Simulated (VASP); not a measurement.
# CoO (Fm-3m) in VASP: single point with PBEsol

Aim: the single point of CoO with PBEsol.

All numbers are computed with VASP 6.6.1; they aren't measurements. Logs are shortened: lines on timing, memory, paths and dates and some standing lists are left out, and cuts for length are marked.

**1. The cell of the first run**

Symmetry: Fm-3m, No. 225, cubic system. The conventional cell has a = 4.263 Å, b = 4.263 Å, c = 4.263 Å, α = 90.00°, β = 90.00°, γ = 90.00°. Within 2.8 Å of Co (site symmetry m-3m) lie 6 O at 2.13 Å. Within 2.8 Å of O (site symmetry m-3m) lie 6 Co at 2.13 Å.

**2. Single point, PBEsol, collinear spin, ferromagnetic start**

The input, INCAR:

```
PREC = Accurate
ENCUT = 520
EDIFF = 1E-7
ISMEAR = 0
SIGMA = 0.15
LREAL = False
LASPH = True
NELM = 150
ALGO = Normal
ISIF = 2
LWAVE = False
LCHARG = False
ISPIN = 2
MAGMOM = 2.74 0.37
LORBIT = 11
LMAXMIX = 4
GGA = PS
NBANDS = 18
```

The input, KPOINTS:

```
Automatic mesh
0
Gamma
  20 20 20
```

The input, POSCAR:

```
CoO
1.0
    0.0000000000      2.1315000000      2.1315000000
    2.1315000000      0.0000000000      2.1315000000
    2.1315000000      2.1315000000      0.0000000000
Co O
1 1
Direct
    0.0000000000      0.0000000000      0.0000000000
    0.5000000000      0.5000000000      0.5000000000
```

Potentials or basis: VASP PAW PBE potentials, release 64 (Co, O).

Started as:

```sh
> cat potpaw_PBE.64/Co/POTCAR potpaw_PBE.64/O/POTCAR > POTCAR
> mpirun -np 1 vasp_std > vasp.out
```

OUTCAR:

```text
PREC = Accurate
   ENCUT = 520
   EDIFF = 1E-7
   ISMEAR = 0
   LREAL = False
   LASPH = True
   NELM = 150
   ISIF = 2
   ISPIN = 2
   LORBIT = 11
   GGA = PS

 ion  position               nearest neighbor table
   1  0.000  0.000  0.000-   2 2.13   2 2.13   2 2.13   2 2.13   2 2.13   2 2.13
   2  0.500  0.500  0.500-   1 2.13   1 2.13   1 2.13   1 2.13   1 2.13   1 2.13

  LATTYP: Found a face centered cubic cell.
 ALAT       =     4.2630000000

  Lattice vectors:

 A1 = (   0.0000000000,   2.1315000000,   2.1315000000)
 A2 = (   2.1315000000,   0.0000000000,   2.1315000000)
 A3 = (   2.1315000000,   2.1315000000,   0.0000000000)

Analysis of symmetry for initial positions (statically):
=====================================================================
 Subroutine PRICEL returns:
 Original cell was already a primitive cell.

 Routine SETGRP: Setting up the symmetry group for a
 face centered cubic supercell.

 Subroutine GETGRP returns: Found 48 space group operations
 (whereof 48 operations were pure point group operations)
 out of a pool of 48 trial point group operations.

The static configuration has the point symmetry O_h .

Analysis of symmetry for dynamics (positions and initial velocities):
=====================================================================
 Subroutine PRICEL returns:
 Original cell was already a primitive cell.

 Routine SETGRP: Setting up the symmetry group for a
 face centered cubic supercell.

 Subroutine GETGRP returns: Found 48 space group operations
 (whereof 48 operations were pure point group operations)
 out of a pool of 48 trial point group operations.

The dynamic configuration has the point symmetry O_h .

Analysis of structural, dynamic, and magnetic symmetry:
=====================================================================
 Subroutine PRICEL returns:
 Original cell was already a primitive cell.

 Routine SETGRP: Setting up the symmetry group for a
 face centered cubic supercell.

 Subroutine GETGRP returns: Found 48 space group operations
 (whereof 48 operations were pure point group operations)
 out of a pool of 48 trial point group operations.

The overall configuration has the point symmetry O_h .

 Subroutine INISYM returns: Found 48 space group operations
 (whereof 48 operations are pure point group operations),
 and found     1 'primitive' translations

----------------------------------------------------------------------------------------

                                     Primitive cell

  volume of cell :      19.3681

  direct lattice vectors                    reciprocal lattice vectors
     0.000000000  2.131500000  2.131500000    -0.234576589  0.234576589  0.234576589
     2.131500000  0.000000000  2.131500000     0.234576589 -0.234576589  0.234576589
     2.131500000  2.131500000  0.000000000     0.234576589  0.234576589 -0.234576589

  length of vectors
     3.014396208  3.014396208  3.014396208     0.406298571  0.406298571  0.406298571

  position of ions in fractional coordinates (direct lattice)
     0.000000000  0.000000000  0.000000000
     0.500000000  0.500000000  0.500000000

  ion indices of the primitive-cell ions
   primitive index   ion index
                 1           1
                 2           2

----------------------------------------------------------------------------------------

 KPOINTS: Automatic mesh

Automatic generation of k-mesh.
 Grid dimensions read from file:
 generate k-points for:   20   20   20

 Generating k-lattice:

  Cartesian coordinates                     Fractional coordinates (reciprocal lattice)
    -0.011728829  0.011728829  0.011728829     0.050000000  0.000000000  0.000000000
     0.011728829 -0.011728829  0.011728829     0.000000000  0.050000000  0.000000000
     0.011728829  0.011728829 -0.011728829     0.000000000  0.000000000  0.050000000

  Length of vectors
     0.020314929  0.020314929  0.020314929

  Shift w.r.t. Gamma in fractional coordinates (k-lattice)
     0.000000000  0.000000000  0.000000000

 Subroutine IBZKPT returns following result:
 ===========================================

 Found    256 irreducible k-points:

 Following reciprocal coordinates:
            Coordinates               Weight
  0.000000  0.000000  0.000000      1.000000
  0.050000  0.000000  0.000000      8.000000
  0.100000  0.000000  0.000000      8.000000
  0.150000  0.000000  0.000000      8.000000
  0.200000  0.000000  0.000000      8.000000
  0.250000  0.000000  0.000000      8.000000
[... 16 lines left out ...]
 -0.400000  0.050000  0.000000     24.000000
 -0.350000  0.050000  0.000000     24.000000
 [... further k-points ...]
   k-points           NKPTS =    256   k-points in BZ     NKDIM =    256   number of bands    NBANDS=     18
   number of dos      NEDOS =    301   number of ions     NIONS =      2
   total plane-waves  NPLWV =  13824
   dimension x,y,z NGX =    24 NGY =   24 NGZ =   24
   dimension x,y,z NGXF=    48 NGYF=   48 NGZF=   48
   ions per type =               1   1
   NGX,Y,Z   is equivalent  to a cutoff of  13.24, 13.24, 13.24 a.u.
   NGXF,Y,Z  is equivalent  to a cutoff of  26.47, 26.47, 26.47 a.u.
 SYSTEM =  unknown system
   PREC   = accura    normal or accurate (medium, high low for compatibility)
   ISTART =      0    job   : 0-new  1-cont  2-samecut
   ICHARG =      2    charge: 1-file 2-atom 10-const
   ISPIN  =      2    spin polarized calculation?
   LNONCOLLINEAR =      F non collinear calculations
   LSORBIT =      F    spin-orbit coupling
   LASPH  =      T    aspherical Exc in radial PAW
   ENCUT  =  520.0 eV  38.22 Ry    6.18 a.u.   5.60  5.60  5.60*2*pi/ulx,y,z
   NELM   =    150;   NELMIN=  2; NELMDL= -5     # of ELM steps
   EDIFF  = 0.1E-06   stopping-criterion for ELM
   LREAL  =      F    real-space projection
   EDIFFG = 0.1E-05   stopping-criterion for IOM
   NSW    =      0    number of steps for IOM
   IBRION =     -1    ionic relax: 0-MD 1-quasi-New 2-CG
   NFREE  =      0    steps in history (QN), initial steepest desc. (CG)
   ISIF   =      2    stress and relaxation
   ISYM   =      2    0-nonsym 1-usesym 2-fastsym
   POTIM  = 0.5000    time-step for ionic-motion
   TEBEG  =    0.0;   TEEND  =   0.0 temperature during run
   PSTRESS=    0.0 pullay stress
   NELECT =      15.0000    total number of electrons
   NUPDOWN=      -1.0000    fix difference up-down
   EMIN   =  10.00;   EMAX   =-10.00  energy-range for DOS
   EFERMI =   0.00;   METHOD = LEGACY
   ISMEAR =     0;   SIGMA  =   0.15  broadening in eV -4-tet -1-fermi 0-gaus
   EFERMI_NEDOS =   21; number of points for ismear=-14 and -15
   IALGO  =     38    algorithm
   IMIX   =      4    mixing-type and parameters
     AMIX     =   0.40;   BMIX     =  1.00
     AMIX_MAG =   1.60;   BMIX_MAG =  1.00
  volume/ion in A,a.u.               =       9.68        65.35
  Fermi-wavevector in a.u.,A,eV,Ry     =   1.503407  2.841027 30.752334  2.260233
  Thomas-Fermi vector in A             =   2.614521
   LORBIT       =     11    0 simple, 1 ext, 2 COOP (PROOUT), +10 PAW based schemes
   GGA     = PS    functional components
   LHFCALC =     F    Hartree Fock is set to
   AEXX    =    0.0000 exact exchange contribution
   IVDW    =     0    specifies the selected vdW correction
   LEPSILON=     F    determine dielectric tensor
   LRPA    =     F    only Hartree local field effects (RPA)
 spin polarized calculation
 Gauss-broadening in eV      SIGMA  =   0.15
  energy-cutoff  :      520.00
  volume of cell :       19.37
 maximum number of plane-waves:       544
   NGX = 11   NGY = 11   NGZ = 11

 number of electron      15.0000007 magnetization       2.9293906

 Free energy of the ion-electron system (eV)
  ---------------------------------------------------
  ext. energy  EPLUGINS =         0.00000000
  ---------------------------------------------------
  free energy    TOTEN  =       -13.96414937 eV

  energy without entropy =      -13.91753821  energy(sigma->0) =      -13.94084379

 E-fermi :   7.7858     XC(G=0): -12.6478

 val. band max:        7.7857063665   @ k =   0.4000   0.1500   0.0500
 cond. band min:       7.7877533530   @ k =   0.3000   0.2500   0.0500
 fundamental gap:      0.0020469866
 Fermi energy:         7.7858047122

 spin component 1

 k-point     1 :       0.0000    0.0000    0.0000
  band No.  band energies     occupation
      1     -12.4139      1.00000
      2       4.5056      1.00000
      3       4.5056      1.00000
      4       4.5791      1.00000
      5       4.5791      1.00000
      6       4.5791      1.00000
[... 10 lines left out ...]
     17      29.0191      0.00000
     18      32.4752      0.00000
[... 463 lines left out ...]
 k-point    24 :      -0.3500    0.0500    0.0000
  band No.  band energies     occupation
      1     -11.3861      1.00000
      2       0.1609      1.00000
      3       1.9102      1.00000
      4       2.0157      1.00000
      5       5.2223      1.00000
      6       5.2598      1.00000
[... 10 lines left out ...]
     17      34.1605      0.00000
     18      36.2907      0.00000

 [... further k-points ...]

 spin component 2

 k-point     1 :       0.0000    0.0000    0.0000
  band No.  band energies     occupation
      1     -11.8765      1.00000
      2       5.1874      1.00000
      3       5.1874      1.00000
      4       5.1874      1.00000
      5       6.6894      1.00000
      6       6.6895      1.00000
[... 10 lines left out ...]
     17      29.9629      0.00000
     18      33.2929      0.00000
[... 463 lines left out ...]
 k-point    24 :      -0.3500    0.0500    0.0000
  band No.  band energies     occupation
      1     -10.8154      1.00000
      2       0.7758      1.00000
      3       3.2841      1.00000
      4       3.3151      1.00000
      5       7.4501      0.99922
      6       7.5281      0.99244
[... 10 lines left out ...]
     17      34.5629      0.00000
     18      36.8160      0.00000

 [... further k-points ...]

------------------------ aborting loop because EDIFF is reached ----------------------------------------

  FORCE on cell =-STRESS in cart. coord.  units (eV):
  Direction    XX          YY          ZZ          XY          YZ          ZX
  --------------------------------------------------------------------------------------
  -------------------------------------------------------------------------------------
  Total       -1.3615249     -1.3615249     -1.3615249      0.0000000     -0.0000000     -0.0000000
  in kB     -112.6289822   -112.6289822   -112.6289822      0.0000000     -0.0000000     -0.0000000
  external PRESSURE =    -112.6289822 kB  Pullay stress =       0.0000000 kB

 VOLUME and BASIS-vectors are now :
 -----------------------------------------------------------------------------
  energy-cutoff  :      520.00
  volume of cell :       19.37
      direct lattice vectors                 reciprocal lattice vectors
     0.000000000  2.131500000  2.131500000    -0.234576589  0.234576589  0.234576589
     2.131500000  0.000000000  2.131500000     0.234576589 -0.234576589  0.234576589
     2.131500000  2.131500000  0.000000000     0.234576589  0.234576589 -0.234576589

 POSITION                                       TOTAL-FORCE (eV/Angst)
 -----------------------------------------------------------------------------------
      0.00000      0.00000      0.00000        -0.000000      0.000000     -0.000000
      2.13150      2.13150      2.13150         0.000000     -0.000000      0.000000
 -----------------------------------------------------------------------------------
    total drift:                                0.000000     -0.000000     -0.000000

  FREE ENERGIE OF THE ION-ELECTRON SYSTEM (eV)
  ---------------------------------------------------
  free  energy   TOTEN  =       -13.9641493730 eV

  energy  without entropy=      -13.9175382085  energy(sigma->0) =      -13.94084379

 total charge

# of ion       s       p       d       tot
------------------------------------------
    1        0.297   0.360   7.142   7.798
    2        1.551   3.398   0.000   4.949
--------------------------------------------------
tot          1.847   3.758   7.142  12.747

 magnetization (x)

# of ion       s       p       d       tot
------------------------------------------
    1        0.020   0.017   2.525   2.562
    2        0.029   0.285   0.000   0.314
--------------------------------------------------
tot          0.049   0.302   2.525   2.875
```

Wall time 1.9 min (1 thread of Intel Xeon Platinum 8375C at 2.90GHz (Ice Lake), shared host); peak memory 0.26 GiB.

What came out:

| Property | Result |
| --- | --- |
| Free energy | -13.9641 eV |
| Pressure | -11.3 GPa |
| Net moment | 2.93 μB per cell |
| Site moments | Co +2.56; O +0.31 μB |
| Valence electrons inside the program's atomic spheres | Co 7.80; O 4.95 |

Caveat: the cell stands under tension; the PAW data sets were made with another functional, which shifts forces and pressure a little; a cell with one magnetic atom can't hold antiferromagnetic order, which such compounds often take; semilocal functionals often make such compounds metallic where correlation or magnetic order opens a gap, which also shifts bond lengths.
